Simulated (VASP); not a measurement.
Input of a VASP 6.6.1 run:

File INCAR:

```
SYSTEM = Ti3Al
ALGO     = Fast           ! electronic algorithm
EDIFF    = 1E-7           ! SCF threshold, eV
ENCUT    = 520            ! plane-wave cutoff, eV
GGA      = PE             ! functional
ISIF     = 2              ! what is computed and relaxed
ISMEAR   = 0              ! smearing method
LASPH    = .True.         ! aspherical terms in the spheres
LCHARG   = .False.        ! write CHGCAR
LREAL    = .False.        ! projectors in reciprocal space
LWAVE    = .False.        ! write WAVECAR
NBANDS   = 28             ! bands
NELM     = 80             ! most SCF steps
PREC     = Accurate       ! precision mode
SIGMA    = 0.15           ! smearing width, eV
```

File KPOINTS:

```
k-points
0
Gamma
  15 15 6
  0 0 0
```

Contents of POSCAR:

```
Ti3Al
1.0
    2.8794395691      0.0000000000      0.0000000000
   -1.4397197845      2.4936678155      0.0000000000
    0.0000000000      0.0000000000      9.5568599297
Ti Al
3 1
Direct
    0.6666666667      0.3333333333      0.0000000000
    0.3333333333      0.6666666667      0.7342089107
    0.3333333333      0.6666666667      0.2657910893
    0.6666666667      0.3333333333      0.5000000000
```

Potentials or basis: VASP PAW PBE potentials, release 64 (Ti_sv, Al).

Command:

```console
$ cat potpaw_PBE.64/Ti_sv/POTCAR potpaw_PBE.64/Al/POTCAR > POTCAR
$ mpirun -np 1 vasp_std > vasp.out
```

(1) Estimate the band gap on the k mesh.

(2) Predict the pressure.

(3) Estimate the largest force.

Results:

(1) zero (an odd number of electrons rules out a gap without spin polarisation).

(2) 0.0 GPa.

(3) 0.862 eV/Å.
